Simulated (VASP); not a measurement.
# CaO (Fm-3m) in VASP: further runs

The runs below take CaO through single point, with LDA, PBEsol, r2SCAN.

All numbers are computed with VASP 6.6.1; they aren't measurements. Logs are shortened: lines on timing, memory, paths and dates and some standing lists are left out, and cuts for length are marked.

**1. The cell of the first run**

It takes space group Fm-3m (No. 225, cubic). Conventional cell: a = 4.898 Å, b = 4.898 Å, c = 4.898 Å, α = 90.00°, β = 90.00°, γ = 90.00°. Ca (site symmetry m-3m) has 6 O at 2.45 Å within 3.2 Å. Within 3.2 Å of O (site symmetry m-3m) lie 6 Ca at 2.45 Å.

**2. Single point, LDA**

Contents of INCAR:

```
SYSTEM = CaO
ALGO     = Normal         ! electronic algorithm
EDIFF    = 1E-6           ! SCF threshold, eV
ENCUT    = 600            ! plane-wave cutoff, eV
GGA_COMPAT= .FALSE.      
ISIF     = 2              ! what is computed and relaxed
ISMEAR   = -1             ! smearing method
LASPH    = .TRUE.         ! aspherical terms in the spheres
LCHARG   = .FALSE.        ! write CHGCAR
LREAL    = .FALSE.        ! projectors in reciprocal space
LWAVE    = .FALSE.        ! write WAVECAR
NBANDS   = 15             ! bands
NELM     = 120            ! most SCF steps
PREC     = Accurate       ! precision mode
SIGMA    = 0.03           ! smearing width, eV
```

Contents of KPOINTS:

```
k-points
0
G
  9 9 9
  0 0 0
```

Contents of POSCAR:

```
CaO
1.0
    0.0000000000      2.4490000000      2.4490000000
    2.4490000000      0.0000000000      2.4490000000
    2.4490000000      2.4490000000      0.0000000000
Ca O
1 1
Direct
    0.0000000000      0.0000000000      0.0000000000
    0.5000000000      0.5000000000      0.5000000000
```

Potentials or basis: VASP PAW LDA potentials, release 64 (Ca_sv, O).

Command:

```sh
> cat potpaw_LDA.64/Ca_sv/POTCAR potpaw_LDA.64/O/POTCAR > POTCAR
> mpirun -np 1 vasp_std > vasp.out
```

OUTCAR:

```text
SYSTEM = CaO
   EDIFF = 1E-6
   ENCUT = 600
   ISIF = 2
   ISMEAR = -1
   LASPH = .TRUE.
   LREAL = .FALSE.
   NELM = 120
   PREC = Accurate

 ion  position               nearest neighbor table
   1  0.000  0.000  0.000-   2 2.45   2 2.45   2 2.45   2 2.45   2 2.45   2 2.45
   2  0.500  0.500  0.500-   1 2.45   1 2.45   1 2.45   1 2.45   1 2.45   1 2.45

  LATTYP: Found a face centered cubic cell.
 ALAT       =     4.8980000000

  Lattice vectors:

 A1 = (   0.0000000000,   2.4490000000,   2.4490000000)
 A2 = (   2.4490000000,   0.0000000000,   2.4490000000)
 A3 = (   2.4490000000,   2.4490000000,   0.0000000000)

Analysis of symmetry for initial positions (statically):
=====================================================================
 Subroutine PRICEL returns:
 Original cell was already a primitive cell.

 Routine SETGRP: Setting up the symmetry group for a
 face centered cubic supercell.

 Subroutine GETGRP returns: Found 48 space group operations
 (whereof 48 operations were pure point group operations)
 out of a pool of 48 trial point group operations.

The static configuration has the point symmetry O_h .

Analysis of symmetry for dynamics (positions and initial velocities):
=====================================================================
 Subroutine PRICEL returns:
 Original cell was already a primitive cell.

 Routine SETGRP: Setting up the symmetry group for a
 face centered cubic supercell.

 Subroutine GETGRP returns: Found 48 space group operations
 (whereof 48 operations were pure point group operations)
 out of a pool of 48 trial point group operations.

The dynamic configuration has the point symmetry O_h .

 Subroutine INISYM returns: Found 48 space group operations
 (whereof 48 operations are pure point group operations),
 and found     1 'primitive' translations

----------------------------------------------------------------------------------------

                                     Primitive cell

  volume of cell :      29.3762

  direct lattice vectors                    reciprocal lattice vectors
     0.000000000  2.449000000  2.449000000    -0.204164965  0.204164965  0.204164965
     2.449000000  0.000000000  2.449000000     0.204164965 -0.204164965  0.204164965
     2.449000000  2.449000000  0.000000000     0.204164965  0.204164965 -0.204164965

  length of vectors
     3.463409014  3.463409014  3.463409014     0.353624093  0.353624093  0.353624093

  position of ions in fractional coordinates (direct lattice)
     0.000000000  0.000000000  0.000000000
     0.500000000  0.500000000  0.500000000

  ion indices of the primitive-cell ions
   primitive index   ion index
                 1           1
                 2           2

----------------------------------------------------------------------------------------

 KPOINTS: k-points

Automatic generation of k-mesh.
 Grid dimensions read from file:
 generate k-points for:    9    9    9

 Generating k-lattice:

  Cartesian coordinates                     Fractional coordinates (reciprocal lattice)
    -0.022684996  0.022684996  0.022684996     0.111111111  0.000000000  0.000000000
     0.022684996 -0.022684996  0.022684996     0.000000000  0.111111111  0.000000000
     0.022684996  0.022684996 -0.022684996     0.000000000  0.000000000  0.111111111

  Length of vectors
     0.039291566  0.039291566  0.039291566

  Shift w.r.t. Gamma in fractional coordinates (k-lattice)
     0.000000000  0.000000000  0.000000000

 Subroutine IBZKPT returns following result:
 ===========================================

 Found     35 irreducible k-points:

 Following reciprocal coordinates:
            Coordinates               Weight
  0.000000  0.000000  0.000000      1.000000
  0.111111  0.000000  0.000000      8.000000
  0.222222  0.000000  0.000000      8.000000
  0.333333  0.000000  0.000000      8.000000
  0.444444  0.000000  0.000000      8.000000
  0.111111  0.111111  0.000000      6.000000
[... 16 lines left out ...]
 -0.333333  0.333333  0.000000     12.000000
  0.444444  0.444444  0.000000      6.000000
 [... further k-points ...]
   k-points           NKPTS =     35   k-points in BZ     NKDIM =     35   number of bands    NBANDS=     15
   number of dos      NEDOS =    301   number of ions     NIONS =      2
   total plane-waves  NPLWV =  21952
   dimension x,y,z NGX =    28 NGY =   28 NGZ =   28
   dimension x,y,z NGXF=    56 NGYF=   56 NGZF=   56
   ions per type =               1   1
   NGX,Y,Z   is equivalent  to a cutoff of  13.44, 13.44, 13.44 a.u.
   NGXF,Y,Z  is equivalent  to a cutoff of  26.88, 26.88, 26.88 a.u.
 SYSTEM =  CaO
   PREC   = accura    normal or accurate (medium, high low for compatibility)
   ISTART =      0    job   : 0-new  1-cont  2-samecut
   ICHARG =      2    charge: 1-file 2-atom 10-const
   ISPIN  =      1    spin polarized calculation?
   LNONCOLLINEAR =      F non collinear calculations
   LSORBIT =      F    spin-orbit coupling
   LASPH  =      T    aspherical Exc in radial PAW
   ENCUT  =  600.0 eV  44.10 Ry    6.64 a.u.   6.92  6.92  6.92*2*pi/ulx,y,z
   NELM   =    120;   NELMIN=  2; NELMDL= -5     # of ELM steps
   EDIFF  = 0.1E-05   stopping-criterion for ELM
   LREAL  =      F    real-space projection
   EDIFFG = 0.1E-04   stopping-criterion for IOM
   NSW    =      0    number of steps for IOM
   IBRION =     -1    ionic relax: 0-MD 1-quasi-New 2-CG
   NFREE  =      0    steps in history (QN), initial steepest desc. (CG)
   ISIF   =      2    stress and relaxation
   ISYM   =      2    0-nonsym 1-usesym 2-fastsym
   POTIM  = 0.5000    time-step for ionic-motion
   TEBEG  =    0.0;   TEEND  =   0.0 temperature during run
   PSTRESS=    0.0 pullay stress
   NELECT =      16.0000    total number of electrons
   NUPDOWN=      -1.0000    fix difference up-down
   EMIN   =  10.00;   EMAX   =-10.00  energy-range for DOS
   EFERMI =   0.00;   METHOD = LEGACY
   ISMEAR =    -1;   SIGMA  =   0.03  broadening in eV -4-tet -1-fermi 0-gaus
   EFERMI_NEDOS =   21; number of points for ismear=-14 and -15
   IALGO  =     38    algorithm
   IMIX   =      4    mixing-type and parameters
     AMIX     =   0.40;   BMIX     =  1.00
     AMIX_MAG =   1.60;   BMIX_MAG =  1.00
  volume/ion in A,a.u.               =      14.69        99.12
  Fermi-wavevector in a.u.,A,eV,Ry     =   1.336953  2.526474 24.319632  1.787443
  Thomas-Fermi vector in A             =   2.465539
   LORBIT       =      0    0 simple, 1 ext, 2 COOP (PROOUT), +10 PAW based schemes
   GGA     = CA    functional components
   LHFCALC =     F    Hartree Fock is set to
   AEXX    =    0.0000 exact exchange contribution
   IVDW    =     0    specifies the selected vdW correction
   LEPSILON=     F    determine dielectric tensor
   LRPA    =     F    only Hartree local field effects (RPA)
 non-spin polarized calculation
  energy-cutoff  :      600.00
  volume of cell :       29.38
 maximum number of plane-waves:      1002
   NGX = 13   NGY = 13   NGZ = 13

 number of electron      16.0000005 magnetization

 Free energy of the ion-electron system (eV)
  ---------------------------------------------------
  ext. energy  EPLUGINS =         0.00000000
  ---------------------------------------------------
  free energy    TOTEN  =       -14.10678531 eV

  energy without entropy =      -14.10678531  energy(sigma->0) =      -14.10678531

 E-fermi :   2.2792     XC(G=0): -10.7543

 val. band max:        1.6960387248   @ k =   0.0000   0.0000   0.0000
 cond. band min:       5.2299183159   @ k =   0.4444   0.4444   0.0000
 fundamental gap:      3.5338795911
 Fermi energy:         2.2792126913

 k-point     1 :       0.0000    0.0000    0.0000
  band No.  band energies     occupation
      1     -35.5947      2.00000
      2     -16.6812      2.00000
      3     -16.6812      2.00000
      4     -16.6812      2.00000
      5     -13.4034      2.00000
      6       1.6960      2.00000
      7       1.6960      2.00000
      8       1.6960      2.00000
      9       5.8193      0.00000
     10       7.6689      0.00000
     11       7.6689      0.00000
     12       7.6689      0.00000
     13       9.1293      0.00000
     14       9.1293      0.00000
     15      16.1753      0.00000

 k-point     2 :       0.1111    0.0000    0.0000
  band No.  band energies     occupation
      1     -35.5846      2.00000
      2     -16.8161      2.00000
      3     -16.6870      2.00000
      4     -16.6870      2.00000
      5     -13.2576      2.00000
      6       1.2583      2.00000
      7       1.5384      2.00000
      8       1.5384      2.00000
      9       6.3712      0.00000
     10       7.6270      0.00000
     11       7.8696      0.00000
     12       7.8696      0.00000
     13       9.4022      0.00000
     14       9.4022      0.00000
     15      16.6319      0.00000

 k-point     3 :       0.2222    0.0000    0.0000
  band No.  band energies     occupation
      1     -35.5591      2.00000
      2     -17.1178      2.00000
      3     -16.7018      2.00000
      4     -16.7018      2.00000
      5     -12.9270      2.00000
      6       0.3973      2.00000
      7       1.1771      2.00000
      8       1.1771      2.00000
      9       7.4805      0.00000
     10       7.7425      0.00000
     11       8.4124      0.00000
     12       8.4124      0.00000
     13      10.0899      0.00000
     14      10.0899      0.00000
     15      17.0619      0.00000
[... 343 lines left out ...]
 k-point    23 :      -0.3333    0.3333    0.0000
  band No.  band energies     occupation
      1     -35.4881      2.00000
      2     -17.2646      2.00000
      3     -17.0550      2.00000
      4     -16.7947      2.00000
      5     -12.7214      2.00000
      6       0.0052      2.00000
      7       0.5613      2.00000
      8       0.7803      2.00000
      9       7.4003      0.00000
     10       8.7519      0.00000
     11       9.9163      0.00000
     12      10.0478      0.00000
     13      11.3715      0.00000
     14      14.2956      0.00000
     15      14.7784      0.00000

 k-point    24 :       0.4444    0.4444    0.0000
  band No.  band energies     occupation
      1     -35.4855      2.00000
      2     -17.2106      2.00000
      3     -16.8753      2.00000
      4     -16.8753      2.00000
      5     -13.1231      2.00000
      6       0.3030      2.00000
      7       1.3106      2.00000
      8       1.3106      2.00000
      9       5.2299      0.00000
     10       9.2138      0.00000
     11      10.2125      0.00000
     12      10.7834      0.00000
     13      10.7834      0.00000
     14      12.0737      0.00000
     15      14.6018      0.00000

 [... further k-points ...]

------------------------ aborting loop because EDIFF is reached ----------------------------------------

  FORCE on cell =-STRESS in cart. coord.  units (eV):
  Direction    XX          YY          ZZ          XY          YZ          ZX
  --------------------------------------------------------------------------------------
  -------------------------------------------------------------------------------------
  Total       -2.0718454     -2.0718454     -2.0718454      0.0000000      0.0000000      0.0000000
  in kB     -112.9982148   -112.9982148   -112.9982148      0.0000000      0.0000000      0.0000000
  external PRESSURE =    -112.9982148 kB  Pullay stress =       0.0000000 kB

 VOLUME and BASIS-vectors are now :
 -----------------------------------------------------------------------------
  energy-cutoff  :      600.00
  volume of cell :       29.38
      direct lattice vectors                 reciprocal lattice vectors
     0.000000000  2.449000000  2.449000000    -0.204164965  0.204164965  0.204164965
     2.449000000  0.000000000  2.449000000     0.204164965 -0.204164965  0.204164965
     2.449000000  2.449000000  0.000000000     0.204164965  0.204164965 -0.204164965

 POSITION                                       TOTAL-FORCE (eV/Angst)
 -----------------------------------------------------------------------------------
      0.00000      0.00000      0.00000         0.000000      0.000000     -0.000000
      2.44900      2.44900      2.44900        -0.000000      0.000000      0.000000
 -----------------------------------------------------------------------------------
    total drift:                                0.000000      0.000000      0.000000

  FREE ENERGIE OF THE ION-ELECTRON SYSTEM (eV)
  ---------------------------------------------------
  free  energy   TOTEN  =       -14.1067853130 eV

  energy  without entropy=      -14.1067853130  energy(sigma->0) =      -14.10678531
```

It took 17 s on 1 thread of Intel Xeon Platinum 8259CL at 2.50GHz (Skylake/Cascade Lake), shared host; peak memory 0.15 GiB.

Results:

| Quantity | Value |
| --- | --- |
| Free energy | -14.1068 eV |
| Pressure | -11.3 GPa |
| Band gap on the k mesh | 3.53 eV (least direct gap 3.92 eV) |

Caveat: the cell stands under tension; an odd mesh through Γ misses points on the zone boundary, where band edges can lie. Expect the measured gap to be larger: semilocal functionals such as LDA lack the derivative discontinuity.

**3. Single point, PBEsol**

Contents of INCAR:

```
PREC = Accurate
ENCUT = 600
EDIFF = 1E-6
ISMEAR = -1
SIGMA = 0.03
LREAL = F
LASPH = T
NELM = 120
ALGO = Normal
ISIF = 2
LWAVE = F
LCHARG = F
GGA = PS
NBANDS = 15
GGA_COMPAT = F
```

Contents of KPOINTS:

```
Automatic mesh
0
Gamma
  9 9 9
```

POSCAR is that of step 2.

Potentials or basis: VASP PAW PBE potentials, release 64 (Ca_sv, O).

Command:

```sh
> cat potpaw_PBE.64/Ca_sv/POTCAR potpaw_PBE.64/O/POTCAR > POTCAR
> mpirun -np 1 vasp_std > vasp.out
```

OUTCAR:

```text
PREC = Accurate
   ENCUT = 600
   EDIFF = 1E-6
   ISMEAR = -1
   LREAL = F
   LASPH = T
   NELM = 120
   ISIF = 2
   GGA = PS

 ion  position               nearest neighbor table
   1  0.000  0.000  0.000-   2 2.45   2 2.45   2 2.45   2 2.45   2 2.45   2 2.45
   2  0.500  0.500  0.500-   1 2.45   1 2.45   1 2.45   1 2.45   1 2.45   1 2.45

  LATTYP: Found a face centered cubic cell.
 ALAT       =     4.8980000000

  Lattice vectors:

 A1 = (   0.0000000000,   2.4490000000,   2.4490000000)
 A2 = (   2.4490000000,   0.0000000000,   2.4490000000)
 A3 = (   2.4490000000,   2.4490000000,   0.0000000000)

Analysis of symmetry for initial positions (statically):
=====================================================================
 Subroutine PRICEL returns:
 Original cell was already a primitive cell.

 Routine SETGRP: Setting up the symmetry group for a
 face centered cubic supercell.

 Subroutine GETGRP returns: Found 48 space group operations
 (whereof 48 operations were pure point group operations)
 out of a pool of 48 trial point group operations.

The static configuration has the point symmetry O_h .

[... 174 lines left out ...]
      7       1.8830      2.00000
      8       1.8830      2.00000
      9       6.0098      0.00000
     10       7.9405      0.00000
     11       7.9405      0.00000
     12       7.9405      0.00000
     13       9.3783      0.00000
     14       9.3783      0.00000
[... 401 lines left out ...]
      2     -17.1306      2.00000
      3     -16.8039      2.00000
      4     -16.8039      2.00000
      5     -13.1798      2.00000
      6       0.4828      2.00000
      7       1.4960      2.00000
      8       1.4960      2.00000
      9       5.4907      0.00000
     10       9.4333      0.00000
     11      10.4520      0.00000
     12      11.0306      0.00000
     13      11.0306      0.00000
     14      12.3139      0.00000
     15      14.8940      0.00000

 [... further k-points ...]

------------------------ aborting loop because EDIFF is reached ----------------------------------------

  FORCE on cell =-STRESS in cart. coord.  units (eV):
  Direction    XX          YY          ZZ          XY          YZ          ZX
  --------------------------------------------------------------------------------------
  -------------------------------------------------------------------------------------
  Total       -1.3706033     -1.3706033     -1.3706033     -0.0000000      0.0000000      0.0000000
  in kB      -74.7525497    -74.7525497    -74.7525497     -0.0000000      0.0000000      0.0000000
  external PRESSURE =     -74.7525497 kB  Pullay stress =       0.0000000 kB

 VOLUME and BASIS-vectors are now :
 -----------------------------------------------------------------------------
  energy-cutoff  :      600.00
  volume of cell :       29.38
      direct lattice vectors                 reciprocal lattice vectors
     0.000000000  2.449000000  2.449000000    -0.204164965  0.204164965  0.204164965
     2.449000000  0.000000000  2.449000000     0.204164965 -0.204164965  0.204164965
     2.449000000  2.449000000  0.000000000     0.204164965  0.204164965 -0.204164965

 POSITION                                       TOTAL-FORCE (eV/Angst)
 -----------------------------------------------------------------------------------
      0.00000      0.00000      0.00000         0.000000     -0.000000      0.000000
      2.44900      2.44900      2.44900        -0.000000      0.000000     -0.000000
 -----------------------------------------------------------------------------------
    total drift:                                0.000000      0.000000      0.000000

  FREE ENERGIE OF THE ION-ELECTRON SYSTEM (eV)
  ---------------------------------------------------
  free  energy   TOTEN  =       -13.3627707911 eV

  energy  without entropy=      -13.3627707911  energy(sigma->0) =      -13.36277079
```

OSZICAR:

```text
N       E                     dE             d eps       ncg     rms          rms(c)
DAV:   1     0.127635021885E+03    0.12764E+03   -0.89825E+03  1050   0.120E+03
DAV:   2    -0.921385601672E+01   -0.13685E+03   -0.12710E+03  1309   0.296E+02
DAV:   3    -0.147088124943E+02   -0.54950E+01   -0.54464E+01  1247   0.614E+01
DAV:   4    -0.148743237898E+02   -0.16551E+00   -0.16538E+00  1493   0.933E+00
DAV:   5    -0.148773335418E+02   -0.30098E-02   -0.30097E-02  1192   0.110E+00    0.806E+00
DAV:   6    -0.134761422936E+02    0.14012E+01   -0.45357E+00  1162   0.206E+01    0.373E+00
DAV:   7    -0.133795508606E+02    0.96591E-01   -0.39322E-01  1177   0.634E+00    0.180E+00
DAV:   8    -0.133632957969E+02    0.16255E-01   -0.74890E-02  1337   0.299E+00    0.375E-01
DAV:   9    -0.133623873955E+02    0.90840E-03   -0.45738E-03  1092   0.554E-01    0.109E-01
DAV:  10    -0.133628152530E+02   -0.42786E-03   -0.59984E-04  1310   0.279E-01    0.685E-02
DAV:  11    -0.133627725166E+02    0.42736E-04   -0.55073E-05  1393   0.102E-01    0.104E-02
DAV:  12    -0.133627707964E+02    0.17203E-05   -0.10931E-05  1265   0.389E-02    0.558E-03
DAV:  13    -0.133627707911E+02    0.52685E-08   -0.67874E-07   771   0.101E-02
   1 F= -.13362771E+02 E0= -.13362771E+02  d E =-.118379E-11
```

Run time: 19 s. Hardware: 1 thread of Intel Xeon Platinum 8259CL at 2.50GHz (Skylake/Cascade Lake), shared host; peak memory 0.16 GiB.

Results:

* Free energy: -13.3628 eV
* Pressure: -7.5 GPa
* Band gap on the k mesh: 3.61 eV (least direct gap 3.99 eV)

Levels at points of the mesh, in eV from the valence-band top:
```tsv
k point	band 6	band 7	band 8	band 9	band 10	band 11
(0.00, 0.00, 0.00)	0.00	0.00	0.00	4.13	6.06	6.06
```

Caveat: the cell stands under tension; the PAW data sets were made with another functional, which shifts forces and pressure a little; an odd mesh through Γ misses points on the zone boundary, where band edges can lie.

(Continued in part 2 of 2.)
